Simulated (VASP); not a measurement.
Runs of VASP 6.6.1 on Al3GaAs4. The structure is that of space group P-43m (No. 215), or close to it. The cells are those of the table. 

| task | cell | k mesh | cutoff (eV) | smearing | gap on the mesh (eV) | pressure (GPa) | relaxed volume (Å³/atom) |
| --- | --- | --- | --- | --- | --- | --- | --- |
| relaxation of cell and atoms | relaxed from a = 5.439 Å, 8 atoms | 4 × 4 × 4 | 600 | gaussian 0.1 eV | 1.03 | 0.2 | (a) |
| single point | a = 5.439 Å, 8 atoms | 4 × 4 × 4 | 520 | gaussian 0.1 eV | 1.24 | 14.9 | - |
| single point | a = 5.733 Å, 8 atoms | 6 × 6 × 6 | 520 | gaussian 0.02 eV | 1.03 | 0.2 | - |
| single point | a = 5.730 Å, 8 atoms | 4 × 4 × 4 | 520 | gaussian 0.1 eV | 1.03 | 0.3 | - |
| relaxation of cell and atoms | relaxed from a = 5.730 Å, 8 atoms | 6 × 6 × 6 | 600 | gaussian 0.02 eV | 1.02 | 0.0 | (b) |

Alike in all rows: level PBE; potentials or basis VASP PAW PBE potentials, release 64 (Al, Ga_d, As); no spin polarisation.

Estimate the missing entries.

(a) 23.53; (b) 23.61.

Caveats: the volume moved by over 15 % at a fixed basis, so the end points are rough (at least some runs); the cell stands under pressure (at least some runs).

A k mesh can miss the band edges, and the runs leave out spin-orbit coupling on As, Ga.
